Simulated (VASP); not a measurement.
**AlN: single point with PBEsol**

Crystal: AlN.

```
Al N
1.0
     0.00000    1.87760    1.87760
     1.87760    0.00000    1.87760
     1.87760    1.87760    0.00000
Al N
1 1
Direct
  0.50000 0.50000 0.50000
  0.00000 0.00000 0.00000
```

This cell differs from its parent crystal: volume scaled by 0.800.

* Program: VASP 6.6.1
* Task: single point
* Functional: PBEsol
* Potentials or basis: VASP PAW PBE potentials, release 64 (Al, N)
* Cutoff: 520 eV
* k mesh: 10 × 10 × 10
* Occupations: gaussian, width 0.05 eV
* Spin: no spin polarisation

* Pressure: 91.1 GPa
* Band gap on the k mesh: 4.63 eV, indirect (least direct gap 8.07 eV)

Levels at points of the mesh, in eV from the valence-band top:
| k point | band 1 | band 2 | band 3 | band 4 | band 5 | band 6 | band 7 | band 8 |
| --- | --- | --- | --- | --- | --- | --- | --- | --- |
| (0.00, 0.00, 0.00) | -19.75 | 0.00 | 0.00 | 0.00 | 9.24 | 12.69 | 12.69 | 12.69 |
| (0.50, 0.00, 0.00) | -15.49 | -9.94 | -1.58 | -1.58 | 7.52 | 12.80 | 12.80 | 16.42 |
| (0.50, 0.50, 0.00) | -14.16 | -9.06 | -3.44 | -3.44 | 4.63 | 6.90 | 16.87 | 20.94 |

Run time: 5.9 s on 1 thread of AMD EPYC 7R43 64-Core Processor (Zen 3) (shared host), peak memory 0.09 GiB.

Caveat: the PAW data sets were made with another functional, which shifts forces and pressure a little. A k mesh can miss the band edges.
